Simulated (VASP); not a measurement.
Write the native input for VASP 6.6.1 that does the following.

```yaml
Task: single point
Functional: LDA
Potentials_or_basis: VASP PAW LDA potentials, release 64 (Sc_sv, F)
Cutoff: 520 eV
k_mesh: 6 × 6 × 6
Occupations: fermi-dirac, width 0.02 eV
Spin: no spin polarisation
Dipole_correction: no
Further_INCAR_settings: ALGO = Normal; EDIFF = 1e-06; NBANDS = 24
```

The structure of ScF3 lies in POSCAR:

```
ScF3
1.0
    4.0124500000      0.0200622500      0.0200622500
    0.0200622500      4.0124500000      0.0200622500
    0.0200622500      0.0200622500      4.0124500000
Sc F
1 3
Direct
    0.0000000000      0.0000000000      0.0000000000
    0.5000000000      0.0000000000      0.0000000000
    0.0000000000      0.5000000000      0.0000000000
    0.0000000000      0.0000000000      0.5000000000
```

This cell differs from its parent crystal: equal xy, yz and zx shear strains of +1 %.

The input as run:

INCAR

```
PREC     = Accurate       # precision mode
ENCUT    = 520            # plane-wave cutoff, eV
EDIFF    = 1E-6           # SCF threshold, eV
ISMEAR   = -1             # smearing method
SIGMA    = 0.02           # smearing width, eV
LREAL    = F              # projectors in reciprocal space
LASPH    = T              # aspherical terms in the spheres
NELM     = 80             # most SCF steps
ALGO     = Normal         # electronic algorithm
ISIF     = 2              # what is computed and relaxed
LWAVE    = F              # write WAVECAR
LCHARG   = F              # write CHGCAR
GGA      = CA             # functional
NBANDS   = 24             # bands
```

KPOINTS

```
regular mesh
0
Gamma
  6 6 6
```

Potentials or basis: VASP PAW LDA potentials, release 64 (Sc_sv, F).

The run is started by

```console
$ cat potpaw_LDA.64/Sc_sv/POTCAR potpaw_LDA.64/F/POTCAR > POTCAR
$ mpirun -np 1 vasp_std > vasp.out
```

Results of the run:

```yaml
Pressure: -2.3 GPa
Band_gap_on_the_k_mesh: 6.18 eV, indirect (least direct gap 6.70 eV)
```

Caveat: the cell differs from its parent crystal (equal xy, yz and zx shear strains of +1 %).

Run time: 36 s on 1 thread of AMD EPYC 9R45 (Zen 5) (shared host), peak memory 0.14 GiB.
